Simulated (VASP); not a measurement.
NbCuP2:

```
Nb Cu P
1.0
     3.61706    0.00000    0.00000
     0.00000    3.61706    0.00000
     0.00000    0.00000    3.89592
Nb Cu P
1 1 2
Direct
  0.00000 0.00000 0.50000
  0.00000 0.00000 0.00000
  0.50000 0.50000 0.00000
  0.50000 0.50000 0.50000
```

The cell was generated, and may not be a known phase.

```yaml
Program: VASP 6.6.1
Task: relaxation of cell and atoms
Functional: PBE
Potentials_or_basis: VASP PAW PBE potentials, release 64 (Nb_sv, Cu, P)
Cutoff: 600 eV
k_mesh: 6 × 6 × 4
Occupations: gaussian, width 0.1 eV
Spin: no spin polarisation
```

At the start: pressure 77.4 GPa; volume 12.74 Å³/atom.

Q: Where does the relaxation end?

A: Over 13 steps the energy falls by 1802.4 meV/atom and the volume is 16.21 Å³/atom (+27.2 %); space group P4/mmm (No. 123, to 0.1 Å) before and after.

Step by step:
```csv
step,energy change (eV),largest force (eV/Å),pressure (GPa),volume (Å³)
1,0.0000,0.0000,77.39,50.97
2,-4.1183,0.0000,-22.74,99.55
3,-6.8155,0.0000,-10.88,71.68
4,-6.8269,0.0000,-10.47,71.15
5,-6.8399,0.0000,-8.79,69.70
6,-7.1587,0.0000,6.04,62.06
7,-7.1920,0.0000,1.75,63.64
8,-7.1919,0.0000,1.49,63.75
9,-7.2078,0.0000,0.22,64.67
10,-7.2094,0.0000,-0.39,65.15
11,-7.2094,0.0000,-0.32,65.10
12,-7.2094,0.0000,-0.29,65.07
13,-7.2096,0.0000,0.20,64.86
```

Final structure:
```xyz
4
Lattice="3.4745 0.0000 0.0000 0.0000 3.4745 0.0000 0.0000 0.0000 5.3726" Properties=species:S:1:pos:R:3 pbc="T T T"
Nb    0.0000    0.0000    2.6863
Cu    0.0000    3.4745    0.0000
P     1.7373    1.7373    5.3726
P     1.7373    1.7373    2.6863
```

Caveat: the k points lie up to 0.30 Å⁻¹ apart in the final cell, too coarse for converged energies and pressures of a metal; the volume moved by over 15 % at a fixed basis, so the end points are rough; the highest band is partly filled, so the run has too few bands.
